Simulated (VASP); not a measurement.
## B2P3: relaxation of cell and atoms with PBE

B2P3:

```xyz
5
Lattice="2.2780 -4.5246 0.0000 2.2780 4.5246 0.0000 0.0000 0.0000 5.0558" Properties=species:S:1:pos:R:3 pbc="T T T"
B     0.0000    0.0000    1.7607
B     0.0000    0.0000    3.2951
P     0.0000    0.0000    0.0000
P     1.1390    2.2623    0.0000
P     1.1390   -2.2623    0.0000
```

The cell was built from a structure type or drawn by symmetry, and may not be a known phase.

- Program: VASP 6.6.1
- Task: relaxation of cell and atoms
- Functional: PBE
- Potentials or basis: VASP PAW PBE potentials, release 64 (B, P)
- Cutoff: 600 eV
- k mesh: 10 × 10 × 8
- Occupations: gaussian, width 0.1 eV
- Spin: no spin polarisation
- Dipole correction: no
- Further INCAR settings: ALGO = Normal; EDIFF = 1e-07; IBRION = 2; EDIFFG = -0.01; NSW = 100; ISIF = 3

```yaml
Relaxed_volume: 21.11 Å³/atom
Relaxed_cell: a = 5.229 Å, b = 5.229 Å, c = 5.043 Å, α = 90.00°, β = 90.00°, γ = 130.06°
Space_group_after_relaxing_to_0.1_Å: Cmmm (No. 65)
Energy_gained_by_relaxing: 6.7 meV/atom
Ionic_steps: 19
Pressure_after_relaxing: 0.0 GPa
Largest_force_after_relaxing: 0.010 eV/Å
Band_gap_on_the_k_mesh: zero (an odd number of electrons rules out a gap without spin polarisation)
```

Forces in eV/Å, atoms in the order of the input:
```
B    0.000  0.000  0.010
B    0.000  0.000 -0.010
P    0.000  0.000  0.000
P    0.000  0.000  0.000
P    0.000  0.000  0.000
```

Stress tensor (GPa, compression positive):
```
 0.05  0.00  0.00
 0.00  0.06  0.00
 0.00  0.00 -0.03
```

The path:
| step | energy change (eV) | largest force (eV/Å) | pressure (GPa) | volume (Å³) |
| --- | --- | --- | --- | --- |
| 1 | 0.0000 | 0.1324 | -0.14 | 104.22 |
| 2 | -0.0069 | 0.3625 | 0.10 | 103.95 |
| 3 | -0.0074 | 0.5439 | 0.20 | 103.84 |
| 4 | -0.0100 | 0.5222 | 0.24 | 103.81 |
| 5 | -0.0169 | 0.4577 | 0.39 | 103.69 |
| 6 | -0.0248 | 0.3286 | 0.79 | 103.42 |
| 7 | -0.0249 | 0.2879 | 0.94 | 103.34 |
| 8 | -0.0283 | 0.0187 | 0.68 | 103.76 |
| 9 | -0.0293 | 0.2339 | 0.45 | 104.16 |
| 10 | -0.0314 | 0.1412 | 0.21 | 104.65 |
| 11 | -0.0326 | 0.0185 | -0.19 | 105.49 |
| 12 | -0.0326 | 0.0030 | -0.15 | 105.41 |
| 13 | -0.0329 | 0.0153 | -0.04 | 105.38 |
| 14 | -0.0330 | 0.0247 | 0.04 | 105.36 |
| 15 | -0.0332 | 0.0080 | 0.05 | 105.38 |
| 16 | -0.0334 | 0.0674 | 0.06 | 105.43 |
| 17 | -0.0335 | 0.0115 | 0.04 | 105.48 |
| 18 | -0.0336 | 0.0128 | 0.03 | 105.50 |
| 19 | -0.0336 | 0.0100 | 0.02 | 105.54 |

Final structure:
```
CELL_PARAMETERS angstrom
2.20737 -4.73983 0.00000
2.20737 4.73983 0.00000
0.00000 0.00000 5.04348
ATOMIC_POSITIONS crystal
B 0.00000 0.00000 0.34810
B 0.00000 0.00000 0.65190
P 0.00000 0.00000 0.00000
P 0.00000 0.50000 0.00000
P 0.50000 0.00000 0.00000
```

Levels at points of the mesh, in eV from the Fermi level:
| k point | band 8 | band 9 | band 10 | band 11 | band 12 | band 13 |
| --- | --- | --- | --- | --- | --- | --- |
| (0.00, 0.00, 0.00) | -3.77 | -2.29 | 0.49 | 1.62 | 1.65 | 2.25 |
| (0.50, 0.00, 0.00) | -1.82 | -1.38 | -0.92 | 0.59 | 1.41 | 1.90 |
| (0.50, 0.50, 0.00) | -2.56 | -2.12 | -1.62 | 0.77 | 0.82 | 1.43 |
| (0.00, 0.00, 0.50) | -3.34 | -2.63 | -1.36 | -0.59 | 1.84 | 1.95 |
| (0.50, 0.00, 0.50) | -1.99 | -1.44 | -1.34 | -1.29 | 0.96 | 1.91 |
| (0.50, 0.50, 0.50) | -2.22 | -1.87 | -0.91 | -0.81 | 0.66 | 0.80 |

It took 24 min on 1 thread of AMD EPYC 9R45 96-Core Processor (Zen 5) (shared host), peak memory 0.39 GiB.
